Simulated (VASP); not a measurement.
Crystal: Si2I.

```
Si I
1.0
     5.15167    0.00000    0.00000
    -2.57583    4.46147    0.00000
     0.00000    0.00000    6.42646
Si I
4 2
Direct
  0.33333 0.66667 0.75000
  0.66667 0.33333 0.25000
  0.00000 0.00000 0.00000
  0.00000 0.00000 0.50000
  0.33333 0.66667 0.25000
  0.66667 0.33333 0.75000
```

The cell was generated, and may not be a known phase.

```yaml
Program: VASP 6.6.1
Task: relaxation of cell and atoms
Functional: PBE
Potentials_or_basis: VASP PAW PBE potentials, release 64 (Si, I)
Cutoff: 600 eV
k_mesh: 12 × 12 × 6
Occupations: gaussian, width 0.1 eV
Spin: no spin polarisation
```

At the start: pressure -3.0 GPa; volume 24.62 Å³/atom.

Problem. Where does the relaxation end?

Solution. Over 11 steps the energy falls by 94.8 meV/atom and the volume is 23.24 Å³/atom (-5.6 %); space group P6_3/mmc (No. 194, to 0.1 Å) before and after.

The path:
| step | energy change (eV) | largest force (eV/Å) | pressure (GPa) | volume (Å³) |
| --- | --- | --- | --- | --- |
| 1 | 0.0000 | 0.0000 | -3.00 | 147.71 |
| 2 | -0.2960 | 0.0000 | -0.91 | 137.95 |
| 3 | -0.3880 | 0.0000 | 1.06 | 131.65 |
| 4 | -0.3953 | 0.0000 | 2.06 | 129.22 |
| 5 | -0.5099 | 0.0000 | 1.82 | 131.54 |
| 6 | -0.5330 | 0.0000 | 1.91 | 132.85 |
| 7 | -0.5646 | 0.0000 | -0.39 | 139.93 |
| 8 | -0.5663 | 0.0000 | 0.03 | 138.55 |
| 9 | -0.5663 | 0.0000 | -0.01 | 138.67 |
| 10 | -0.5680 | 0.0000 | -0.02 | 139.09 |
| 11 | -0.5685 | 0.0000 | -0.03 | 139.43 |

Final structure:
```yaml
crystal:
  lattice:
    - [5.37483, 0.00000, 0.00000]
    - [-2.68741, 4.65474, 0.00000]
    - [0.00000, 0.00000, 5.57325]
  atoms:
    - { symbol: Si, position: [0.33333, 0.66667, 0.75000] }
    - { symbol: Si, position: [0.66667, 0.33333, 0.25000] }
    - { symbol: Si, position: [0.00000, 0.00000, 0.00000] }
    - { symbol: Si, position: [0.00000, 0.00000, 0.50000] }
    - { symbol: I, position: [0.33333, 0.66667, 0.25000] }
    - { symbol: I, position: [0.66667, 0.33333, 0.75000] }
```
